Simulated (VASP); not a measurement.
A run of VASP 6.6.1:

POSCAR

```
Ni
1.0
    0.0000000000      3.5317333300      3.5317333300
    1.7658666700      0.0000000000      1.7658666700
    1.7658666700      1.7658666700      0.0000000000
Ni
2
Direct
    0.0000000000      0.0000000000      0.0000000000
    0.5000000000      0.0000000000      0.0000000000
```

INCAR.step1

```
PREC     = Accurate       # precision mode
ENCUT    = 520            # plane-wave cutoff, eV
ISMEAR   = -1             # smearing method
SIGMA    = 0.05           # smearing width, eV
LREAL    = False          # projectors in reciprocal space
LASPH    = True           # aspherical terms in the spheres
NELM     = 150            # most SCF steps
ISPIN    = 2              # spin polarisation
MAGMOM   = 2 2            # initial moments
LMAXMIX  = 4              # l up to which the mixer works
NBANDS   = 21             # bands
GGA      = PE             # functional
ALGO     = Normal         # electronic algorithm
EDIFF    = 1E-4           # SCF threshold, eV
LWAVE    = True           # write WAVECAR
LCHARG   = False          # write CHGCAR
```

File INCAR.step2:

```
PREC     = Accurate       # precision mode
ENCUT    = 520            # plane-wave cutoff, eV
EDIFF    = 1E-6           # SCF threshold, eV
ISMEAR   = -1             # smearing method
SIGMA    = 0.05           # smearing width, eV
LREAL    = False          # projectors in reciprocal space
LASPH    = True           # aspherical terms in the spheres
NELM     = 150            # most SCF steps
ALGO     = Normal         # electronic algorithm
ISIF     = 2              # what is computed and relaxed
LWAVE    = False          # write WAVECAR
LCHARG   = False          # write CHGCAR
ISPIN    = 2              # spin polarisation
MAGMOM   = 2 2            # initial moments
LORBIT   = 11             # projections on sites
LMAXMIX  = 4              # l up to which the mixer works
METAGGA  = R2SCAN         # meta-GGA
LMIXTAU  = True         
NBANDS   = 21             # bands
ISTART   = 1
```

File KPOINTS:

```
Automatic mesh
0
Gamma
  7 14 14
```

Potentials or basis: VASP PAW PBE potentials, release 64 (Ni).

Command:

```sh
$ cat potpaw_PBE.64/Ni/POTCAR > POTCAR
$ cp INCAR.step1 INCAR
$ mpirun -np 1 vasp_std > vasp.out
$ cp INCAR.step2 INCAR
$ mpirun -np 1 vasp_std > vasp.out
```

Hardware: 1 thread of Intel(R) Xeon(R) 6975P-C (Granite Rapids), on a shared host.

**Question.** How long does it take, and how much memory?

**Answer.** It took 2.6 min on 1 thread of Intel(R) Xeon(R) 6975P-C (Granite Rapids), on a shared host, peak memory 0.22 GiB. Counts: k points 144.
